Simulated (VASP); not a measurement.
# BeTe (Pm-3m) in VASP: notebook

BeTe is run at these levels: HSE06, PBE-based screened hybrid with 5 % exact exchange, PBE-based screened hybrid with 50 % exact exchange; tasks: single point.

Everything below comes from runs of VASP 6.6.1. Logs are shortened: lines on timing, memory, paths and dates and some standing lists are left out, and cuts for length are marked.

## (1) The cell of the first run

The structure is cubic, space group Pm-3m (No. 221). The conventional cell has a = 3.365 Å, b = 3.365 Å, c = 3.365 Å, α = 90.00°, β = 90.00°, γ = 90.00°. Be (site symmetry m-3m) has 8 Te at 2.91 Å and 6 Be at 3.37 Å within 3.8 Å. Te (site symmetry m-3m) has 8 Be at 2.91 Å and 6 Te at 3.37 Å within 3.8 Å.

## (2) Single point, HSE06

Contents of POSCAR:

```
BeTe
1.0
    3.3650594837      0.0000000000      0.0000000000
    0.0000000000      3.3650594837      0.0000000000
    0.0000000000      0.0000000000      3.3650594837
Be Te
1 1
Direct
    0.0000000000      0.0000000000      0.0000000000
    0.5000000000      0.5000000000      0.5000000000
```

Contents of INCAR.step1:

```
SYSTEM = BeTe
PREC     = Accurate       ! precision mode
ENCUT    = 520            ! plane-wave cutoff, eV
EDIFF    = 1E-5           ! SCF threshold, eV
ISMEAR   = -1             ! smearing method
SIGMA    = 0.02           ! smearing width, eV
LREAL    = .False.        ! projectors in reciprocal space
LASPH    = .True.         ! aspherical terms in the spheres
NELM     = 80             ! most SCF steps
ALGO     = Normal         ! electronic algorithm
ISIF     = 2              ! what is computed and relaxed
LWAVE    = .True.         ! write WAVECAR
NBANDS   = 11             ! bands
GGA      = PE             ! functional
```

Contents of INCAR.step2:

```
SYSTEM = BeTe
PREC     = Accurate       ! precision mode
ENCUT    = 520            ! plane-wave cutoff, eV
EDIFF    = 1E-6           ! SCF threshold, eV
ISMEAR   = -1             ! smearing method
SIGMA    = 0.02           ! smearing width, eV
LREAL    = .False.        ! projectors in reciprocal space
LASPH    = .True.         ! aspherical terms in the spheres
NELM     = 80             ! most SCF steps
ALGO     = Normal         ! electronic algorithm
ISIF     = 2              ! what is computed and relaxed
LWAVE    = .False.        ! write WAVECAR
LCHARG   = .True.         ! write CHGCAR
GGA      = PE             ! functional
LHFCALC  = .True.         ! exact exchange
HFSCREEN = 0.2079         ! screening, 1/A
PRECFOCK = Normal       
LELF     = .True.         ! ELF
LVHAR    = .True.       
NBANDS   = 11             ! bands
ISTART   = 1
```

Contents of KPOINTS:

```
Automatic mesh
0
Gamma
  4 4 4
  0 0 0
```

Potentials or basis: VASP PAW PBE potentials, release 64 (Be, Te).

On the command line:

```sh
$ cat potpaw_PBE.64/Be/POTCAR potpaw_PBE.64/Te/POTCAR > POTCAR
$ cp INCAR.step1 INCAR
$ mpirun -np 1 vasp_std > vasp.out
$ cp INCAR.step2 INCAR
$ mpirun -np 1 vasp_std > vasp.out
```

OUTCAR:

```text
SYSTEM = BeTe
   PREC = Accurate
   ENCUT = 520
   EDIFF = 1E-6
   ISMEAR = -1
   LREAL = .False.
   LASPH = .True.
   NELM = 80
   ISIF = 2
   GGA = PE
   LHFCALC = .True.
   HFSCREEN = 0.2079
   PRECFOCK = Normal
   ISTART = 1

 ion  position               nearest neighbor table
   1  0.000  0.000  0.000-   2 2.91   2 2.91   2 2.91   2 2.91   2 2.91   2 2.91   2 2.91   2 2.91

   2  0.500  0.500  0.500-   1 2.91   1 2.91   1 2.91   1 2.91   1 2.91   1 2.91   1 2.91   1 2.91

  LATTYP: Found a simple cubic cell.
 ALAT       =     3.3650594837

  Lattice vectors:

 A1 = (   3.3650594837,   0.0000000000,   0.0000000000)
 A2 = (   0.0000000000,   3.3650594837,   0.0000000000)
 A3 = (   0.0000000000,   0.0000000000,   3.3650594837)

Analysis of symmetry for initial positions (statically):
=====================================================================
 Subroutine PRICEL returns:
 Original cell was already a primitive cell.

 Routine SETGRP: Setting up the symmetry group for a
 simple cubic supercell.

 Subroutine GETGRP returns: Found 48 space group operations
 (whereof 48 operations were pure point group operations)
 out of a pool of 48 trial point group operations.

The static configuration has the point symmetry O_h .

Analysis of symmetry for dynamics (positions and initial velocities):
=====================================================================
 Subroutine PRICEL returns:
 Original cell was already a primitive cell.

 Routine SETGRP: Setting up the symmetry group for a
 simple cubic supercell.

 Subroutine GETGRP returns: Found 48 space group operations
 (whereof 48 operations were pure point group operations)
 out of a pool of 48 trial point group operations.

The dynamic configuration has the point symmetry O_h .

 Subroutine INISYM returns: Found 48 space group operations
 (whereof 48 operations are pure point group operations),
 and found     1 'primitive' translations

----------------------------------------------------------------------------------------

                                     Primitive cell

  volume of cell :      38.1047

  direct lattice vectors                    reciprocal lattice vectors
     3.365059484  0.000000000  0.000000000     0.297171567  0.000000000  0.000000000
     0.000000000  3.365059484  0.000000000     0.000000000  0.297171567  0.000000000
     0.000000000  0.000000000  3.365059484     0.000000000  0.000000000  0.297171567

  length of vectors
     3.365059484  3.365059484  3.365059484     0.297171567  0.297171567  0.297171567

  position of ions in fractional coordinates (direct lattice)
     0.000000000  0.000000000  0.000000000
     0.500000000  0.500000000  0.500000000

  ion indices of the primitive-cell ions
   primitive index   ion index
                 1           1
                 2           2

----------------------------------------------------------------------------------------

 KPOINTS: Automatic mesh

Automatic generation of k-mesh.
 Grid dimensions read from file:
 generate k-points for:    4    4    4

 Generating k-lattice:

  Cartesian coordinates                     Fractional coordinates (reciprocal lattice)
     0.074292892  0.000000000  0.000000000     0.250000000  0.000000000  0.000000000
     0.000000000  0.074292892  0.000000000     0.000000000  0.250000000  0.000000000
     0.000000000  0.000000000  0.074292892     0.000000000  0.000000000  0.250000000

  Length of vectors
     0.074292892  0.074292892  0.074292892

  Shift w.r.t. Gamma in fractional coordinates (k-lattice)
     0.000000000  0.000000000  0.000000000

 Subroutine IBZKPT returns following result:
 ===========================================

 Found     10 irreducible k-points:

 Following reciprocal coordinates:
            Coordinates               Weight
  0.000000  0.000000  0.000000      1.000000
  0.250000  0.000000  0.000000      6.000000
  0.500000  0.000000  0.000000      3.000000
  0.250000  0.250000  0.000000     12.000000
  0.500000  0.250000  0.000000     12.000000
  0.500000  0.500000  0.000000      3.000000
  0.250000  0.250000  0.250000      8.000000
  0.500000  0.250000  0.250000     12.000000
  0.500000  0.500000  0.250000      6.000000
  0.500000  0.500000  0.500000      1.000000
   k-points           NKPTS =     10   k-points in BZ     NKDIM =     64   number of bands    NBANDS=     11
   number of dos      NEDOS =    301   number of ions     NIONS =      2
   total plane-waves  NPLWV =  21952
   dimension x,y,z NGX =    28 NGY =   28 NGZ =   28
   dimension x,y,z NGXF=    56 NGYF=   56 NGZF=   56
   ions per type =               1   1
   NGX,Y,Z   is equivalent  to a cutoff of  13.83, 13.83, 13.83 a.u.
   NGXF,Y,Z  is equivalent  to a cutoff of  27.67, 27.67, 27.67 a.u.
 SYSTEM =  BeTe
   PREC   = accura    normal or accurate (medium, high low for compatibility)
   ISTART =      1    job   : 0-new  1-cont  2-samecut
   ICHARG =      0    charge: 1-file 2-atom 10-const
   ISPIN  =      1    spin polarized calculation?
   LNONCOLLINEAR =      F non collinear calculations
   LSORBIT =      F    spin-orbit coupling
   LASPH  =      T    aspherical Exc in radial PAW
   ENCUT  =  520.0 eV  38.22 Ry    6.18 a.u.   6.26  6.26  6.26*2*pi/ulx,y,z
   NELM   =     80;   NELMIN=  2; NELMDL=  0     # of ELM steps
   EDIFF  = 0.1E-05   stopping-criterion for ELM
   LREAL  =      F    real-space projection
   EDIFFG = 0.1E-04   stopping-criterion for IOM
   NSW    =      0    number of steps for IOM
   IBRION =     -1    ionic relax: 0-MD 1-quasi-New 2-CG
   NFREE  =      0    steps in history (QN), initial steepest desc. (CG)
   ISIF   =      2    stress and relaxation
   ISYM   =      3    0-nonsym 1-usesym 2-fastsym
   POTIM  = 0.5000    time-step for ionic-motion
   TEBEG  =    0.0;   TEEND  =   0.0 temperature during run
   PSTRESS=    0.0 pullay stress
   NELECT =       8.0000    total number of electrons
   NUPDOWN=      -1.0000    fix difference up-down
   EMIN   =  10.00;   EMAX   =-10.00  energy-range for DOS
   EFERMI =   0.00;   METHOD = LEGACY
   ISMEAR =    -1;   SIGMA  =   0.02  broadening in eV -4-tet -1-fermi 0-gaus
   EFERMI_NEDOS =   21; number of points for ismear=-14 and -15
   IALGO  =     38    algorithm
   IMIX   =      1    mixing-type and parameters
     AMIX     =   0.40;   BMIX     =  1.00
     AMIX_MAG =   1.60;   BMIX_MAG =  1.00
  volume/ion in A,a.u.               =      19.05       128.57
  Fermi-wavevector in a.u.,A,eV,Ry     =   0.972998  1.838700 12.880985  0.946726
  Thomas-Fermi vector in A             =   2.103342
   LORBIT       =      0    0 simple, 1 ext, 2 COOP (PROOUT), +10 PAW based schemes
   GGA     = PE    functional components
   LHFCALC =     T    Hartree Fock is set to
   PRECFOCK=normal    Normal, Fast or Accurate (Low or Medium for compatibility)
   ENCUT4O =  -1.0   cutoff for four orbital integrals eV
   NKREDX  =     1    reduce k-point grid by
   NKREDY  =     1    reduce k-point grid by
   NKREDZ  =     1    reduce k-point grid by
   AEXX    =    0.2500 exact exchange contribution
   HFSCREEN=    0.2079 screening length (either q_TF or 0.3 A-1)
   HFSCREENC=   0.2079 screening length for correlation (either q_TF or 0.3 A-1)
   ENCUTFOCK=  -1.0 apply spherical cutoff to Coloumb kernel
   IVDW    =     0    specifies the selected vdW correction
   LEPSILON=     F    determine dielectric tensor
   LRPA    =     F    only Hartree local field effects (RPA)
 non-spin polarized calculation
  energy-cutoff  :      520.00
  volume of cell :       38.10
 maximum number of plane-waves:      1064
 NGX is ok and might be reduce to    28
  NGX = 20; NGY = 20; NGZ = 20

 number of electron       8.0000001 magnetization

 Free energy of the ion-electron system (eV)
  ---------------------------------------------------
  ext. energy  EPLUGINS =         0.00000000
  ---------------------------------------------------
  free energy    TOTEN  =        -6.13455633 eV

  energy without entropy =       -6.12993172  energy(sigma->0) =       -6.13224402

 E-fermi :   7.9309     XC(G=0):  -8.3856

 val. band max:        7.9074947435   @ k =   0.2500   0.2500   0.0000
 cond. band min:       8.4433224558   @ k =   0.5000   0.2500   0.2500
 fundamental gap:      0.5358277123
 Fermi energy:         7.9308663288

 k-point     1 :       0.0000    0.0000    0.0000
  band No.  band energies     occupation
      1      -7.8381      2.00000
      2       6.2134      2.00000
      3       6.2134      2.00000
      4       6.2134      2.00000
      5       8.5824      0.00000
      6      12.2342      0.00000
      7      12.2342      0.00000
      8      16.9321      0.00000
      9      16.9321      0.00000
     10      16.9321      0.00000
     11      22.8047      0.00000

 k-point     2 :       0.2500    0.0000    0.0000
  band No.  band energies     occupation
      1      -7.1395      2.00000
      2       1.9118      2.00000
      3       7.0889      2.00000
      4       7.0890      2.00000
      5       9.9704      0.00000
      6      13.0009      0.00000
      7      14.5938      0.00000
      8      14.5938      0.00000
      9      15.0772      0.00000
     10      17.0972      0.00000
     11      19.5252      0.00000

 k-point     3 :       0.5000    0.0000    0.0000
  band No.  band energies     occupation
      1      -6.0533      2.00000
      2      -0.9414      2.00000
      3       8.6191      0.00000
      4       8.6191      0.00000
      5      11.0749      0.00000
      6      11.9895      0.00000
      7      11.9895      0.00000
      8      13.0778      0.00000
      9      14.7337      0.00000
     10      16.2290      0.00000
     11      23.4423      0.00000
[... 71 lines left out ...]
 k-point     9 :       0.5000    0.5000    0.2500
  band No.  band energies     occupation
      1      -3.5705      2.00000
      2       1.9257      2.00000
      3       1.9257      2.00000
      4       5.7463      2.00000
      5       6.2030      2.00000
      6      10.2981      0.00000
      7      10.2981      0.00000
      8      11.2377      0.00000
      9      22.0059      0.00000
     10      22.6886      0.00000
     11      22.6886      0.00000

 k-point    10 :       0.5000    0.5000    0.5000
  band No.  band energies     occupation
      1      -2.5964      2.00000
      2       3.4373      2.00000
      3       3.4373      2.00000
      4       3.4373      2.00000
      5       7.1356      2.00000
      6       7.1356      2.00000
      7       7.1356      2.00000
      8       8.7756      0.00000
      9      25.7256      0.00000
     10      25.7256      0.00000
     11      25.7256      0.00000

------------------------ aborting loop because EDIFF is reached ----------------------------------------

  FORCE on cell =-STRESS in cart. coord.  units (eV):
  Direction    XX          YY          ZZ          XY          YZ          ZX
  --------------------------------------------------------------------------------------
  -------------------------------------------------------------------------------------
  Total       -0.7415465     -0.7415465     -0.7415465      0.0000000     -0.0000000      0.0000000
  in kB      -31.1796129    -31.1796129    -31.1796129      0.0000000     -0.0000000      0.0000000
  external PRESSURE =     -31.1796129 kB  Pullay stress =       0.0000000 kB

 VOLUME and BASIS-vectors are now :
 -----------------------------------------------------------------------------
  energy-cutoff  :      520.00
  volume of cell :       38.10
      direct lattice vectors                 reciprocal lattice vectors
     3.365059484  0.000000000  0.000000000     0.297171567  0.000000000  0.000000000
     0.000000000  3.365059484  0.000000000     0.000000000  0.297171567  0.000000000
     0.000000000  0.000000000  3.365059484     0.000000000  0.000000000  0.297171567

 POSITION                                       TOTAL-FORCE (eV/Angst)
 -----------------------------------------------------------------------------------
      0.00000      0.00000      0.00000         0.000000      0.000000      0.000000
      1.68253      1.68253      1.68253         0.000000      0.000000      0.000000
 -----------------------------------------------------------------------------------
    total drift:                                0.000000      0.000000     -0.000000

  FREE ENERGIE OF THE ION-ELECTRON SYSTEM (eV)
  ---------------------------------------------------
  free  energy   TOTEN  =        -6.1345563285 eV

  energy  without entropy=       -6.1299317189  energy(sigma->0) =       -6.13224402
```

It took 2.1 min on 1 thread of Intel Xeon 6455B, shared host; peak memory 0.27 GiB.

What came out:

```
Free energy            : -6.1346 eV
Pressure               : -3.1 GPa
Band gap on the k mesh : zero (bands 4 and 5 overlap by 2.42 eV)
```

Levels at points of the mesh, in eV from the Fermi level:
```
           k point  band 1  band 2  band 3  band 4  band 5  band 6  band 7  band 8
(0.00, 0.00, 0.00)  -15.77   -1.72   -1.72   -1.72    0.65    4.30    4.30    9.00
(0.50, 0.00, 0.00)  -13.98   -8.87    0.69    0.69    3.14    4.06    4.06    5.15
(0.50, 0.50, 0.00)  -12.17   -6.86   -6.86   -2.88    2.15    5.69    6.74    6.74
(0.50, 0.50, 0.50)  -10.53   -4.49   -4.49   -4.49   -0.80   -0.80   -0.80    0.84
```

Caveat: the k points lie up to 0.47 Å⁻¹ apart, too coarse for converged energies and pressures of a metal; the PAW data sets were made with another functional, which shifts forces and pressure a little; spin-orbit coupling is left out, which moves the levels of the heavy elements.

## (3) Single point, PBE-based screened hybrid with 5 % exact exchange

POSCAR is that of step 2.

Contents of INCAR.step1:

```
SYSTEM = BeTe
  PREC = Accurate
  ENCUT = 520
  EDIFF = 1E-5
  ISMEAR = -1
  SIGMA = 0.02
  LREAL = .FALSE.
  LASPH = .TRUE.
  NELM = 80
  ALGO = Normal
  ISIF = 2
  LWAVE = .TRUE.
  LCHARG = .FALSE.
  NBANDS = 11
  GGA = PE
```

Contents of INCAR.step2:

```
SYSTEM = BeTe
  PREC = Accurate
  ENCUT = 520
  EDIFF = 1E-6
  ISMEAR = -1
  SIGMA = 0.02
  LREAL = .FALSE.
  LASPH = .TRUE.
  NELM = 80
  ALGO = Normal
  ISIF = 2
  LWAVE = .FALSE.
  LCHARG = .FALSE.
  GGA = PE
  LHFCALC = .TRUE.
  AEXX = 0.05
  HFSCREEN = 0.5
  PRECFOCK = Normal
  NBANDS = 11
  ISTART = 1
```

Contents of KPOINTS:

```
Automatic mesh
0
G
  4 4 4
  0 0 0
```

Potentials or basis: VASP PAW PBE potentials, release 64 (Be, Te).

On the command line:

```sh
$ cat potpaw_PBE.64/Be/POTCAR potpaw_PBE.64/Te/POTCAR > POTCAR
$ cp INCAR.step1 INCAR
$ mpirun -np 1 vasp_std > vasp.out
$ cp INCAR.step2 INCAR
$ mpirun -np 1 vasp_std > vasp.out
```

Run time: 88 s. Hardware: 1 thread of Intel Xeon 6455B, shared host; peak memory 0.27 GiB.

The run converged. Its results:

```yaml
Free_energy: -5.4023 eV
Pressure: -1.4 GPa
Band_gap_on_the_k_mesh: zero (bands 4 and 5 overlap by 2.17 eV)
```

Levels at points of the mesh, in eV from the Fermi level:
```
           k point  band 1  band 2  band 3  band 4  band 5  band 6  band 7  band 8  band 9
(0.00, 0.00, 0.00)  -14.43   -1.48   -1.48   -1.48    0.36    3.88    3.88    8.02    8.02
(0.50, 0.00, 0.00)  -12.82   -7.95    0.60    0.60    2.67    3.51    3.51    4.49    6.26
(0.50, 0.50, 0.00)  -11.18   -6.19   -6.19   -2.66    1.87    4.90    5.93    5.93    8.31
(0.50, 0.50, 0.50)   -9.70   -4.06   -4.06   -4.06   -0.89   -0.89   -0.89    0.52   16.67
```

Caveat: the k points lie up to 0.47 Å⁻¹ apart, too coarse for converged energies and pressures of a metal; the PAW data sets were made with another functional, which shifts forces and pressure a little; spin-orbit coupling is left out, which moves the levels of the heavy elements.

## (4) Single point, PBE-based screened hybrid with 50 % exact exchange

POSCAR is that of step 3.

Contents of INCAR.step1:

```
SYSTEM = BeTe
ALGO = Normal
EDIFF = 1E-5
ENCUT = 520
GGA = PE
ISIF = 2
ISMEAR = -1
LASPH = .True.
LCHARG = .False.
LREAL = .False.
LWAVE = .True.
NBANDS = 11
NELM = 100
PREC = Accurate
SIGMA = 0.02
```

Contents of INCAR.step2:

```
SYSTEM = BeTe
AEXX = 0.5
ALGO = Normal
EDIFF = 1E-6
ENCUT = 520
GGA = PE
HFSCREEN = 0.1
ISIF = 2
ISMEAR = -1
ISTART = 1
LASPH = .True.
LCHARG = .False.
LHFCALC = .True.
LREAL = .False.
LWAVE = .False.
NBANDS = 11
NELM = 100
PREC = Accurate
PRECFOCK = Normal
SIGMA = 0.02
```

Contents of KPOINTS:

```
k-points
0
Gamma
  4 4 4
  0 0 0
```

On the command line:

```sh
$ cat potpaw_PBE.64/Be/POTCAR potpaw_PBE.64/Te/POTCAR > POTCAR
$ cp INCAR.step1 INCAR
$ mpirun -np 1 vasp_std > vasp.out
$ cp INCAR.step2 INCAR
$ mpirun -np 1 vasp_std > vasp.out
```

Wall time 2.3 min (1 thread of Intel Xeon 6455B, shared host); peak memory 0.27 GiB.

It converged, with:

```yaml
Free_energy: -7.8003 eV
Pressure: -5.3 GPa
Band_gap_on_the_k_mesh: zero (bands 4 and 5 overlap by 3.22 eV)
```

Levels at points of the mesh, in eV from the Fermi level:
| k point | band 1 | band 2 | band 3 | band 4 | band 5 | band 6 | band 7 | band 8 |
| --- | --- | --- | --- | --- | --- | --- | --- | --- |
| (0.00, 0.00, 0.00) | -17.72 | -2.46 | -2.46 | -2.46 | 1.23 | 5.09 | 5.09 | 10.46 |
| (0.50, 0.00, 0.00) | -15.72 | -10.40 | 0.96 | 0.96 | 3.88 | 4.94 | 4.94 | 6.25 |
| (0.50, 0.50, 0.00) | -13.68 | -8.09 | -8.09 | -3.48 | 2.72 | 6.90 | 8.00 | 8.00 |
| (0.50, 0.50, 0.50) | -11.87 | -5.40 | -5.40 | -5.40 | -0.97 | -0.97 | -0.97 | 1.47 |

Caveat: the k points lie up to 0.47 Å⁻¹ apart, too coarse for converged energies and pressures of a metal; the PAW data sets were made with another functional, which shifts forces and pressure a little; spin-orbit coupling is left out, which moves the levels of the heavy elements.

## (5) Overview

```tsv
level	share of exact exchange	screening parameter	gap on the mesh (eV)	pressure (GPa)
HSE06	0.25	0.2079 1/Å	none	-3.1
PBE-based screened hybrid with 5 % exact exchange	0.05	0.5 1/Å	none	-1.4
PBE-based screened hybrid with 50 % exact exchange	0.5	0.1 1/Å	none	-5.3
```

Alike in all rows: task single point; potentials or basis VASP PAW PBE potentials, release 64 (Be, Te); no spin polarisation; cell as given; k mesh 4 × 4 × 4; cutoff (eV) 520; smearing fermi-dirac 0.02 eV.

Caveats: all runs use coarse meshes; the PAW data sets were made with another functional, which shifts forces and pressure a little; spin-orbit coupling is left out, which moves the levels of the heavy elements.

Absolute energies hang on the potentials; compare differences alone.
